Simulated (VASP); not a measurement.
The system is Si4GePt.

```
CELL_PARAMETERS angstrom
4.79947 0.00000 0.00000
-2.39974 4.15647 0.00000
0.00000 0.00000 4.99563
ATOMIC_POSITIONS crystal
Si 0.33333 0.66667 0.21008
Si 0.33333 0.66667 0.78992
Si 0.66667 0.33333 0.78992
Si 0.66667 0.33333 0.21008
Ge 0.00000 0.00000 0.00000
Pt 0.00000 0.00000 0.50000
```

The cell was generated, and may not be a known phase.

```yaml
Program: VASP 6.6.1
Task: relaxation of cell and atoms
Functional: PBE
Potentials_or_basis: VASP PAW PBE potentials, release 64 (Si, Ge_d, Pt)
Cutoff: 600 eV
k_mesh: 6 × 6 × 4
Occupations: gaussian, width 0.1 eV
Spin: no spin polarisation
```

At the start: pressure 5.2 GPa; volume 16.61 Å³/atom.

Question: How do energy, volume and symmetry change on relaxing?

Answer: Over 14 steps the energy falls by 342.4 meV/atom and the volume is 16.24 Å³/atom (-2.2 %); space group P6/mmm (No. 191, to 0.1 Å) before and after.

The path:
```csv
step,energy change (eV),largest force (eV/Å),pressure (GPa),volume (Å³)
1,0.0000,4.7100,5.22,99.66
2,-1.3671,0.4922,-9.46,106.94
3,-1.3718,0.4970,-9.56,107.09
4,-1.8764,0.1425,3.54,92.40
5,-1.8918,0.2105,1.27,94.20
6,-1.8918,0.2210,0.93,94.45
7,-1.9246,0.2530,0.85,94.68
8,-2.0209,0.1995,0.97,95.28
9,-1.9825,0.2828,3.23,96.04
10,-2.0427,0.0227,1.78,95.66
11,-2.0182,0.0990,-3.00,101.06
12,-2.0519,0.0486,-0.04,97.46
13,-2.0519,0.0480,0.04,97.42
14,-2.0544,0.0178,0.01,97.43
```

Final structure:
```xyz
6
Lattice="4.3438 0.0000 0.0000 -2.1719 3.7618 0.0000 0.0000 0.0000 5.9622" Properties=species:S:1:pos:R:3 pbc="T T T"
Si    0.0000    2.5079    1.6934
Si    0.0000    2.5079    4.2688
Si    2.1719    1.2539    4.2688
Si    2.1719    1.2539    1.6934
Ge    0.0000    0.0000    0.0000
Pt    0.0000    0.0000    2.9811
```

Caveat: the highest band is partly filled, so the run has too few bands; a cell axis changed by over 15 % at a fixed basis, so the end point is rough.
